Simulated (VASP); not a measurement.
A run of VASP 6.6.1 is set up as follows.

Contents of INCAR:

```
  PREC = Accurate
  ENCUT = 520
  EDIFF = 1E-6
  ISMEAR = 0
  SIGMA = 0.1
  LREAL = False
  LASPH = True
  NELM = 100
  ALGO = Normal
  ISIF = 2
  LWAVE = False
  LCHARG = False
  GGA = PE
  NBANDS = 16
```

The input KPOINTS:

```
Automatic mesh
0
Gamma
  6 6 4
```

Contents of POSCAR:

```
CsH5
1.0
    4.4715323452      0.0000000000      0.0000000000
   -2.2357661726      3.8724606048      0.0000000000
    0.0000000000      0.0000000000      5.2981098222
Cs H
1 5
Direct
    0.3333333333      0.6666666667      0.0000000000
    0.7381692808      0.2618307192      0.5000000000
    0.7381692808      0.4763385617      0.5000000000
    0.5236614383      0.2618307192      0.5000000000
    0.0000000000      0.0000000000      0.5000000000
    0.6666666667      0.3333333333      0.0000000000
```

Potentials or basis: VASP PAW PBE potentials, release 64 (Cs_sv, H).

Run with:

```console
$ cat potpaw_PBE.64/Cs_sv/POTCAR potpaw_PBE.64/H/POTCAR > POTCAR
$ mpirun -np 1 vasp_std > vasp.out
```

What does it give for the pressure?

0.0 GPa.

What does it give for the band gap on the k mesh?

0.12 eV, direct.

Forces on the atoms (eV/Å):
```
Cs   0.000  0.000  0.000
H   -0.003  0.002  0.000
H    0.000 -0.003  0.000
H    0.003  0.002  0.000
H    0.000  0.000  0.000
H    0.000  0.000  0.000
```

Caveat: spin-orbit coupling is left out, which moves the levels of the heavy elements. A k mesh can miss the band edges.
